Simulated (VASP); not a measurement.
# CaO: single point with PBE

CaO:

```xyz
4
Lattice="3.9475 0.0000 0.0000 -1.9737 3.4186 0.0000 0.0000 0.0000 4.5522" Properties=species:S:1:pos:R:3 pbc="T T T"
Ca    0.0000    2.2791    3.4142
Ca    1.9737    1.1395    1.1381
O     0.0000    2.2791    1.1381
O     1.9737    1.1395    3.4142
```

```yaml
Program: VASP 6.6.1
Task: single point
Functional: PBE
Potentials_or_basis: VASP PAW PBE potentials, release 64 (Ca_sv, O)
Cutoff: 520 eV
k_mesh: 9 × 9 × 6
Occupations: gaussian, width 0.05 eV
Spin: no spin polarisation
```

The pressure is 10.0 GPa and the band gap on the k mesh is 3.24 eV.

Stress tensor (GPa, compression positive):
```
 6.81  0.00  0.00
 0.00  6.81  0.00
 0.00  0.00 16.42
```

Levels at points of the mesh, in eV from the valence-band top:
```
           k point  band 13  band 14  band 15  band 16  band 17  band 18  band 19  band 20
(0.00, 0.00, 0.00)    -1.36    -1.36    -0.96     0.00     3.24     6.14     6.14     8.24
(0.00, 0.00, 0.50)    -1.54    -1.54    -1.54    -1.54     5.06     5.06     8.11     8.11
```

Run time: 96 s on 1 thread of Intel Xeon 8259CL (shared host), peak memory 0.18 GiB.

Caveat: the stress differs along the axes, from 7 to 16 GPa. A k mesh can miss the band edges.
